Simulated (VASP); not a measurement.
# Cu (Fm-3m) in VASP: further runs, part 2 of 2

VASP 6.6.1.

### 3 Single point, PBE

This run uses another cell than the first one, of 12.28 Å³/atom, 1.030 times its volume.

Contents of INCAR:

```
PREC = Accurate
ENCUT = 600
EDIFF = 1E-6
ISMEAR = -1
SIGMA = 0.05
LREAL = F
LASPH = T
NELM = 120
ALGO = Normal
ISIF = 2
LWAVE = F
LCHARG = F
GGA = PE
NBANDS = 12
GGA_COMPAT = F
```

Contents of KPOINTS:

```
Automatic mesh
0
Gamma
  11 11 11
```

Contents of POSCAR:

```
Cu
1.0
    0.0000000000      1.8312856224      1.8312856224
    1.8312856224      0.0000000000      1.8312856224
    1.8312856224      1.8312856224      0.0000000000
Cu
1
Direct
    0.0000000000      0.0000000000      0.0000000000
```

Potentials or basis: VASP PAW PBE potentials, release 64 (Cu).

Command:

```
$ cat potpaw_PBE.64/Cu/POTCAR > POTCAR
$ mpirun -np 1 vasp_std > vasp.out
```

OUTCAR:

```text
PREC = Accurate
   ENCUT = 600
   EDIFF = 1E-6
   ISMEAR = -1
   LREAL = F
   LASPH = T
   NELM = 120
   ISIF = 2
   GGA = PE

 ion  position               nearest neighbor table
   1  0.000  0.000  0.000-

  LATTYP: Found a face centered cubic cell.
 ALAT       =     3.6625712448

  Lattice vectors:

 A1 = (   0.0000000000,   1.8312856224,   1.8312856224)
 A2 = (   1.8312856224,   0.0000000000,   1.8312856224)
 A3 = (   1.8312856224,   1.8312856224,   0.0000000000)

Analysis of symmetry for initial positions (statically):
=====================================================================
 Subroutine PRICEL returns:
 Original cell was already a primitive cell.

 Routine SETGRP: Setting up the symmetry group for a
 face centered cubic supercell.

 Subroutine GETGRP returns: Found 48 space group operations
 (whereof 48 operations were pure point group operations)
 out of a pool of 48 trial point group operations.

The static configuration has the point symmetry O_h .

Analysis of symmetry for dynamics (positions and initial velocities):
=====================================================================
 Subroutine PRICEL returns:
 Original cell was already a primitive cell.

 Routine SETGRP: Setting up the symmetry group for a
 face centered cubic supercell.

 Subroutine GETGRP returns: Found 48 space group operations
 (whereof 48 operations were pure point group operations)
 out of a pool of 48 trial point group operations.

The dynamic configuration has the point symmetry O_h .

 Subroutine INISYM returns: Found 48 space group operations
 (whereof 48 operations are pure point group operations),
 and found     1 'primitive' translations

----------------------------------------------------------------------------------------

                                     Primitive cell

  volume of cell :      12.2828

  direct lattice vectors                    reciprocal lattice vectors
[... 112 lines left out ...]
   AEXX    =    0.0000 exact exchange contribution
   IVDW    =     0    specifies the selected vdW correction
   LEPSILON=     F    determine dielectric tensor
   LRPA    =     F    only Hartree local field effects (RPA)
 non-spin polarized calculation
  energy-cutoff  :      600.00
  volume of cell :       12.28
 maximum number of plane-waves:       420
 NGX is ok and might be reduce to    24
   NGX = 11   NGY = 11   NGZ = 11

 number of electron      11.0000001 magnetization

 Free energy of the ion-electron system (eV)
  ---------------------------------------------------
  ext. energy  EPLUGINS =         0.00000000
  ---------------------------------------------------
  free energy    TOTEN  =        -3.73045078 eV

  energy without entropy =       -3.72896462  energy(sigma->0) =       -3.72970770

 E-fermi :   7.2122     XC(G=0): -12.5008

 val. band max:        7.0791105614   @ k =  -0.4545   0.0909   0.0000
 cond. band min:       7.3126010745   @ k =   0.4545   0.3636   0.0000
 fundamental gap:      0.2334905131
 Fermi energy:         7.2121575426

 k-point     1 :       0.0000    0.0000    0.0000
  band No.  band energies     occupation
      1      -1.9481      2.00000
      2       4.1923      2.00000
      3       4.1923      2.00000
      4       4.1923      2.00000
      5       4.9651      2.00000
      6       4.9651      2.00000
      7      29.3876      0.00000
      8      31.7297      0.00000
      9      31.7297      0.00000
     10      31.7297      0.00000
     11      34.1953      0.00000
     12      34.1953      0.00000
[... 331 lines left out ...]
 k-point    24 :      -0.1818    0.1818    0.0000
  band No.  band energies     occupation
      1       0.9009      2.00000
      2       3.7621      2.00000
      3       4.2498      2.00000
      4       4.6554      2.00000
      5       4.6665      2.00000
      6       5.5661      2.00000
      7      20.1338      0.00000
      8      20.8221      0.00000
      9      30.6826      0.00000
     10      30.8280      0.00000
     11      33.7970      0.00000
     12      35.8519      0.00000

 [... further k-points ...]

------------------------ aborting loop because EDIFF is reached ----------------------------------------

  FORCE on cell =-STRESS in cart. coord.  units (eV):
  Direction    XX          YY          ZZ          XY          YZ          ZX
  --------------------------------------------------------------------------------------
  -------------------------------------------------------------------------------------
  Total       -0.2483880     -0.2483880     -0.2483880      0.0000000      0.0000000      0.0000000
  in kB      -32.3998465    -32.3998465    -32.3998465      0.0000000      0.0000000      0.0000000
  external PRESSURE =     -32.3998465 kB  Pullay stress =       0.0000000 kB

 VOLUME and BASIS-vectors are now :
 -----------------------------------------------------------------------------
  energy-cutoff  :      600.00
  volume of cell :       12.28
      direct lattice vectors                 reciprocal lattice vectors
     0.000000000  1.831285622  1.831285622    -0.273032232  0.273032232  0.273032232
     1.831285622  0.000000000  1.831285622     0.273032232 -0.273032232  0.273032232
     1.831285622  1.831285622  0.000000000     0.273032232  0.273032232 -0.273032232

 POSITION                                       TOTAL-FORCE (eV/Angst)
 -----------------------------------------------------------------------------------
      0.00000      0.00000      0.00000         0.000000      0.000000      0.000000
 -----------------------------------------------------------------------------------
    total drift:                               -0.000000      0.000000      0.000000

  FREE ENERGIE OF THE ION-ELECTRON SYSTEM (eV)
  ---------------------------------------------------
  free  energy   TOTEN  =        -3.7304507779 eV

  energy  without entropy=       -3.7289646164  energy(sigma->0) =       -3.72970770
```

Wall time 7.5 s (1 thread of AMD EPYC 9R45 (Zen 5), shared host); peak memory 0.11 GiB.

What came out:

```
Free energy : -3.7305 eV
Pressure    : -3.2 GPa
```

Levels at points of the mesh, in eV from the Fermi level:
| k point | band 4 | band 5 | band 6 | band 7 | band 8 | band 9 |
| --- | --- | --- | --- | --- | --- | --- |
| (0.00, 0.00, 0.00) | -3.02 | -2.25 | -2.25 | 22.18 | 24.52 | 24.52 |

### 4 Single point, PBE

This run uses another cell than the first one, of 12.64 Å³/atom, 1.059 times its volume.

Contents of INCAR:

```
PREC     = Accurate       # precision mode
ENCUT    = 600            # plane-wave cutoff, eV
EDIFF    = 1E-6           # SCF threshold, eV
ISMEAR   = -1             # smearing method
SIGMA    = 0.05           # smearing width, eV
LREAL    = F              # projectors in reciprocal space
LASPH    = T              # aspherical terms in the spheres
NELM     = 120            # most SCF steps
ALGO     = Normal         # electronic algorithm
ISIF     = 2              # what is computed and relaxed
LWAVE    = F              # write WAVECAR
LCHARG   = F              # write CHGCAR
GGA      = PE             # functional
NBANDS   = 12             # bands
GGA_COMPAT= F
```

Contents of KPOINTS:

```
regular mesh
0
Gamma
  11 11 11
```

Contents of POSCAR:

```
Cu
1.0
    0.0000000000      1.8487274876      1.8487274876
    1.8487274876      0.0000000000      1.8487274876
    1.8487274876      1.8487274876      0.0000000000
Cu
1
Direct
    0.0000000000      0.0000000000      0.0000000000
```

Command:

```
$ cat potpaw_PBE.64/Cu/POTCAR > POTCAR
$ mpirun -np 1 vasp_std > vasp.out
```

Run time: 7.8 s. Hardware: 1 thread of AMD EPYC 9R45 (Zen 5), shared host; peak memory 0.11 GiB.

Results (log left out):

- Free energy: -3.7196 eV
- Pressure: -6.5 GPa

Levels at points of the mesh, in eV from the Fermi level:
```csv
k point,band 2,band 3,band 4,band 5,band 6,band 7,band 8,band 9,band 10,band 11
"(0.00, 0.00, 0.00)",-2.95,-2.95,-2.95,-2.21,-2.21,21.93,24.06,24.06,24.06,26.52
```

### 5 The runs side by side

```tsv
cell	gap on the mesh (eV)	pressure (GPa)
a = 2.565 Å, angles 60.0°, 1 atom	none	0.6
a = 2.590 Å, angles 60.0°, 1 atom	none	-3.2
a = 2.614 Å, angles 60.0°, 1 atom	none	-6.5
```

Alike in all rows: task single point; level PBE; potentials or basis VASP PAW PBE potentials, release 64 (Cu); no spin polarisation; k mesh 11 × 11 × 11; cutoff (eV) 600; smearing fermi-dirac 0.05 eV.

Absolute energies hang on the potentials; compare differences alone.
